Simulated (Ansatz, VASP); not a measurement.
## Two plane-wave programs on Y2CF2

```
Y C F
1.0
     3.66432    0.00000    0.00000
    -1.83216    3.17340    0.00000
     0.00000    0.00000    6.32093
Y C F
2 1 2
Direct
  0.33333 0.66667 0.21416
  0.66667 0.33333 0.78584
  0.00000 0.00000 0.00000
  0.33333 0.66667 0.61261
  0.66667 0.33333 0.38739
```

Alike in both runs: functional r2SCAN; k mesh 9 × 9 × 4; occupations gaussian, width 0.02 eV; no spin polarisation.

Ansatz relaxed the structure, and its values are those at the end. VASP's run is a single point on that final structure, the one shown.

|  | VASP | Ansatz |
| --- | --- | --- |
| version | VASP 6.6.1 | Ansatz 0.2.0 |
| potentials or method | VASP PAW PBE potentials, release 64 (Y_sv, C, F), cutoff 520 eV | scalar-relativistic, plane waves, PAW |
| valence electrons in the cell | 40 | 40 |

|  | VASP | Ansatz | Ansatz less VASP |
| --- | --- | --- | --- |
| gap on the k mesh at the Fermi level (eV) | 1.48 | 1.48 | -0.006 |
| least direct gap on the mesh (eV) | 1.64 | 1.64 | -0.008 |
| pressure (GPa) | 0.0 | 0.0 | 0.00 |
| rms of the force components (eV/Å) | 0.006 | 0.001 | -0.0054 |

VASP's potentials were made for PBE, not for r2SCAN.
